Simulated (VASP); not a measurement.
# BN (r.b) (F-43m) in VASP: single point with r2SCAN+rVV10

Aim: the single point of BN (r.b) with r2SCAN+rVV10.

All numbers are computed with VASP 6.6.1; they aren't measurements. Logs are shortened: lines on timing, memory, paths and dates and some standing lists are left out, and cuts for length are marked.

## (1) The cell of the first run

Symmetry: F-43m, No. 216, cubic system. Conventional cell: a = 3.606 Å, b = 3.606 Å, c = 3.606 Å, α = 90.00°, β = 90.00°, γ = 90.00°. Within 2.1 Å of B (site symmetry -43m) lie 4 N at 1.56 Å. N (site symmetry -43m) has 4 B at 1.56 Å within 2.1 Å.

## (2) Single point, r2SCAN+rVV10

The input, POSCAR:

```
BN
1.0
    0.0000000000      1.8029875174      1.8029875174
    1.8029875174      0.0000000000      1.8029875174
    1.8029875174      1.8029875174      0.0000000000
B N
1 1
Direct
    0.0000000000      0.0000000000      0.0000000000
    0.2500000000      0.2500000000      0.2500000000
```

The input, INCAR.step1:

```
PREC = Accurate
ENCUT = 660
ISMEAR = 0
SIGMA = 0.02
LREAL = F
LASPH = T
NELM = 120
NBANDS = 11
GGA = PE
ALGO = Normal
EDIFF = 1E-5
LWAVE = T
LCHARG = F
GGA_COMPAT = F
```

The input, INCAR.step2:

```
PREC = Accurate
ENCUT = 660
EDIFF = 1E-6
ISMEAR = 0
SIGMA = 0.02
LREAL = F
LASPH = T
NELM = 120
ALGO = Normal
ISIF = 2
LWAVE = F
LCHARG = F
METAGGA = R2SCAN
LMIXTAU = T
LUSE_VDW = T
IVDW_NL = 2
BPARAM = 11.95
CPARAM = 0.0093
NBANDS = 11
ISTART = 1
GGA_COMPAT = F
```

The input, KPOINTS:

```
regular mesh
0
Gamma
  12 12 12
```

Potentials or basis: VASP PAW PBE potentials, release 64 (B, N).

Started as:

```console
$ cat potpaw_PBE.64/B/POTCAR potpaw_PBE.64/N/POTCAR > POTCAR
$ cp INCAR.step1 INCAR
$ mpirun -np 1 vasp_std > vasp.out
$ cp INCAR.step2 INCAR
$ mpirun -np 1 vasp_std > vasp.out
```

OUTCAR:

```text
PREC = Accurate
   ENCUT = 660
   EDIFF = 1E-6
   ISMEAR = 0
   LREAL = F
   LASPH = T
   NELM = 120
   ISIF = 2
   METAGGA = R2SCAN
   IVDW_NL = 2
   BPARAM = 11.95
   ISTART = 1

 ion  position               nearest neighbor table
   1  0.000  0.000  0.000-   2 1.56   2 1.56   2 1.56   2 1.56
   2  0.250  0.250  0.250-   1 1.56   1 1.56   1 1.56   1 1.56

  LATTYP: Found a face centered cubic cell.
 ALAT       =     3.6059750348

  Lattice vectors:

 A1 = (   0.0000000000,   1.8029875174,   1.8029875174)
 A2 = (   1.8029875174,   0.0000000000,   1.8029875174)
 A3 = (   1.8029875174,   1.8029875174,   0.0000000000)

Analysis of symmetry for initial positions (statically):
=====================================================================
 Subroutine PRICEL returns:
 Original cell was already a primitive cell.

 Routine SETGRP: Setting up the symmetry group for a
 face centered cubic supercell.

 Subroutine GETGRP returns: Found 24 space group operations
 (whereof 24 operations were pure point group operations)
 out of a pool of 48 trial point group operations.

The static configuration has the point symmetry T_d .

Analysis of symmetry for dynamics (positions and initial velocities):
=====================================================================
 Subroutine PRICEL returns:
 Original cell was already a primitive cell.

 Routine SETGRP: Setting up the symmetry group for a
 face centered cubic supercell.

 Subroutine GETGRP returns: Found 24 space group operations
 (whereof 24 operations were pure point group operations)
 out of a pool of 48 trial point group operations.

The dynamic configuration has the point symmetry T_d .

 Subroutine INISYM returns: Found 24 space group operations
 (whereof 24 operations are pure point group operations),
 and found     1 'primitive' translations

----------------------------------------------------------------------------------------

                                     Primitive cell

  volume of cell :      11.7222

  direct lattice vectors                    reciprocal lattice vectors
     0.000000000  1.802987517  1.802987517    -0.277317505  0.277317505  0.277317505
     1.802987517  0.000000000  1.802987517     0.277317505 -0.277317505  0.277317505
     1.802987517  1.802987517  0.000000000     0.277317505  0.277317505 -0.277317505

[... 84 lines left out ...]
   LREAL  =      F    real-space projection
   EDIFFG = 0.1E-04   stopping-criterion for IOM
   NSW    =      0    number of steps for IOM
   IBRION =     -1    ionic relax: 0-MD 1-quasi-New 2-CG
   NFREE  =      0    steps in history (QN), initial steepest desc. (CG)
   ISIF   =      2    stress and relaxation
   ISYM   =      2    0-nonsym 1-usesym 2-fastsym
   POTIM  = 0.5000    time-step for ionic-motion
   TEBEG  =    0.0;   TEEND  =   0.0 temperature during run
   PSTRESS=    0.0 pullay stress
   NELECT =       8.0000    total number of electrons
   NUPDOWN=      -1.0000    fix difference up-down
   EMIN   =  10.00;   EMAX   =-10.00  energy-range for DOS
   EFERMI =   0.00;   METHOD = LEGACY
   ISMEAR =     0;   SIGMA  =   0.02  broadening in eV -4-tet -1-fermi 0-gaus
   EFERMI_NEDOS =   21; number of points for ismear=-14 and -15
   IALGO  =     38    algorithm
   IMIX   =      4    mixing-type and parameters
     AMIX     =   0.40;   BMIX     =  1.00
     AMIX_MAG =   1.60;   BMIX_MAG =  1.00
  volume/ion in A,a.u.               =       5.86        39.55
  Fermi-wavevector in a.u.,A,eV,Ry     =   1.441348  2.723752 28.265877  2.077483
  Thomas-Fermi vector in A             =   2.559990
   LORBIT       =      0    0 simple, 1 ext, 2 COOP (PROOUT), +10 PAW based schemes
   METAGGA = R2SCAN    functional components
   LHFCALC =     F    Hartree Fock is set to
   AEXX    =    0.0000 exact exchange contribution
   IVDW_NL    =     2    kernel type
   BPARAM     =11.9500
   IVDW    =     0    specifies the selected vdW correction
   LEPSILON=     F    determine dielectric tensor
   LRPA    =     F    only Hartree local field effects (RPA)
 non-spin polarized calculation
 Gauss-broadening in eV      SIGMA  =   0.02
  energy-cutoff  :      660.00
  volume of cell :       11.72
 maximum number of plane-waves:       464
 NGX is ok and might be reduce to    24
   NGX = 11   NGY = 11   NGZ = 11

 number of electron       8.0000000 magnetization

 Free energy of the ion-electron system (eV)
  ---------------------------------------------------
  ext. energy  EPLUGINS =         0.00000000
  ---------------------------------------------------
  free energy    TOTEN  =       -19.07527884 eV

  energy without entropy =      -19.07527884  energy(sigma->0) =      -19.07527884

 E-fermi :   7.5646     XC(G=0): -13.7196

 val. band max:        7.3378814178   @ k =   0.0000   0.0000   0.0000
 cond. band min:      12.2795271636   @ k =   0.5000   0.5000   0.0000
 fundamental gap:      4.9416457458
 Fermi energy:         7.5646401432

 k-point     1 :       0.0000    0.0000    0.0000
  band No.  band energies     occupation
      1     -14.0543      2.00000
      2       7.3379      2.00000
      3       7.3379      2.00000
      4       7.3379      2.00000
      5      16.8917      0.00000
      6      16.8917      0.00000
      7      16.8917      0.00000
      8      18.4953      0.00000
      9      33.5565      0.00000
     10      36.1576      0.00000
     11      36.1576      0.00000
[... 309 lines left out ...]
 k-point    24 :      -0.4167    0.1667    0.0000
  band No.  band energies     occupation
      1      -9.3339      2.00000
      2      -3.1151      2.00000
      3       3.0071      2.00000
      4       4.6505      2.00000
      5      17.3526      0.00000
      6      20.4275      0.00000
      7      20.4905      0.00000
      8      24.2357      0.00000
      9      29.7480      0.00000
     10      33.9729      0.00000
     11      35.7038      0.00000

 [... further k-points ...]
[... 5 lines left out ...]
  --------------------------------------------------------------------------------------
  -------------------------------------------------------------------------------------
  Total        0.1112271      0.1112271      0.1112271     -0.0000000      0.0000000     -0.0000000
  in kB       15.2024303     15.2024303     15.2024303     -0.0000000      0.0000000     -0.0000000
  external PRESSURE =      15.2024303 kB  Pullay stress =       0.0000000 kB

 VOLUME and BASIS-vectors are now :
 -----------------------------------------------------------------------------
  energy-cutoff  :      660.00
  volume of cell :       11.72
      direct lattice vectors                 reciprocal lattice vectors
     0.000000000  1.802987517  1.802987517    -0.277317505  0.277317505  0.277317505
     1.802987517  0.000000000  1.802987517     0.277317505 -0.277317505  0.277317505
     1.802987517  1.802987517  0.000000000     0.277317505  0.277317505 -0.277317505

 POSITION                                       TOTAL-FORCE (eV/Angst)
 -----------------------------------------------------------------------------------
      0.00000      0.00000      0.00000         0.000000     -0.000000      0.000000
      0.90149      0.90149      0.90149        -0.000000      0.000000     -0.000000
 -----------------------------------------------------------------------------------
    total drift:                                0.000000      0.000000      0.000000

  FREE ENERGIE OF THE ION-ELECTRON SYSTEM (eV)
  ---------------------------------------------------
  free  energy   TOTEN  =       -19.0752788415 eV

  energy  without entropy=      -19.0752788415  energy(sigma->0) =      -19.07527884
```

OUTCAR.step1:

```text
PREC = Accurate
   ENCUT = 660
   ISMEAR = 0
   LREAL = F
   LASPH = T
[... 557 lines left out ...]
 -----------------------------------------------------------------------------------
      0.00000      0.00000      0.00000        -0.000000     -0.000000     -0.000000
      0.90149      0.90149      0.90149         0.000000      0.000000      0.000000
 -----------------------------------------------------------------------------------
    total drift:                                0.000000      0.000000      0.000000

  FREE ENERGIE OF THE ION-ELECTRON SYSTEM (eV)
  ---------------------------------------------------
  free  energy   TOTEN  =       -17.4533625550 eV

  energy  without entropy=      -17.4533625550  energy(sigma->0) =      -17.45336256
```

OSZICAR.step1:

```text
N       E                     dE             d eps       ncg     rms          rms(c)
DAV:   1     0.200836565865E+02    0.20084E+02   -0.57155E+03  1600   0.880E+02
DAV:   2    -0.175992242862E+02   -0.37683E+02   -0.35865E+02  1904   0.210E+02
DAV:   3    -0.184309400120E+02   -0.83172E+00   -0.82984E+00  1921   0.250E+01
DAV:   4    -0.184323266964E+02   -0.13867E-02   -0.13866E-02  1731   0.113E+00
DAV:   5    -0.184323280099E+02   -0.13135E-05   -0.13135E-05  1839   0.360E-02    0.672E+00
DAV:   6    -0.175420587752E+02    0.89027E+00   -0.29457E+00  1987   0.109E+01    0.326E+00
DAV:   7    -0.174676311527E+02    0.74428E-01   -0.99810E-02  1794   0.269E+00    0.191E+00
DAV:   8    -0.174530670777E+02    0.14564E-01   -0.36452E-02  1769   0.142E+00    0.198E-01
DAV:   9    -0.174532722730E+02   -0.20520E-03   -0.83053E-04  1665   0.260E-01    0.832E-02
DAV:  10    -0.174533576998E+02   -0.85427E-04   -0.11691E-04  1736   0.101E-01    0.157E-02
DAV:  11    -0.174533625550E+02   -0.48552E-05   -0.73766E-06  1630   0.237E-02
   1 F= -.17453363E+02 E0= -.17453363E+02  d E =-.161043E-15
```

Run time: 38 s. Hardware: 1 thread of Intel Xeon Platinum 8488C (Sapphire Rapids), shared host; peak memory 0.21 GiB.

Results:

```
Free energy            : -19.0753 eV
Pressure               : 1.5 GPa
Band gap on the k mesh : 4.94 eV, indirect (least direct gap 9.55 eV)
```

Levels at points of the mesh, in eV from the valence-band top:
```tsv
k point	band 2	band 3	band 4	band 5	band 6	band 7
(0.00, 0.00, 0.00)	0.00	0.00	0.00	9.55	9.55	9.55
(0.50, 0.00, 0.00)	-11.17	-2.03	-2.03	10.87	11.49	11.49
(0.50, 0.50, 0.00)	-9.38	-5.14	-5.14	4.94	9.83	19.37
```

Caveat: the PAW data sets were made with another functional, which shifts forces and pressure a little.
